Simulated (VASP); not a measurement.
Input of a VASP 6.6.1 run:

The input INCAR:

```
PREC     = Accurate       # precision mode
ENCUT    = 500            # plane-wave cutoff, eV
EDIFF    = 1E-6           # SCF threshold, eV
ISMEAR   = 0              # smearing method
SIGMA    = 0.01           # smearing width, eV
LREAL    = F              # projectors in reciprocal space
LASPH    = T              # aspherical terms in the spheres
NELM     = 120            # most SCF steps
ALGO     = Normal         # electronic algorithm
ISIF     = 2              # what is computed and relaxed
LWAVE    = F              # write WAVECAR
LCHARG   = T              # write CHGCAR
GGA      = PS             # functional
IVDW     = 12             # dispersion correction
LELF     = T              # ELF
LVHAR    = T            
NBANDS   = 11             # bands
GGA_COMPAT= F
```

Contents of KPOINTS:

```
regular mesh
0
Gamma
  6 6 6
```

Contents of POSCAR:

```
Si
1.0
    0.0000000000      2.6199133745      2.6199133745
    2.6199133745      0.0000000000      2.6199133745
    2.6199133745      2.6199133745      0.0000000000
Si
2
Direct
    0.7500000000      0.7500000000      0.7500000000
    0.5000000000      0.5000000000      0.5000000000
```

Potentials or basis: VASP PAW PBE potentials, release 64 (Si).

Command:

```bash
$ cat potpaw_PBE.64/Si/POTCAR > POTCAR
$ mpirun -np 1 vasp_std > vasp.out
```

What does it give for the dispersion energy per atom?

-0.300 eV.

Predict the band gap on the k mesh.

0.35 eV, indirect (least direct gap 2.55 eV).

What does it give for the pressure?

10.6 GPa.

Caveat: the PAW data sets were made with another functional, which shifts forces and pressure a little. A k mesh can miss the band edges.
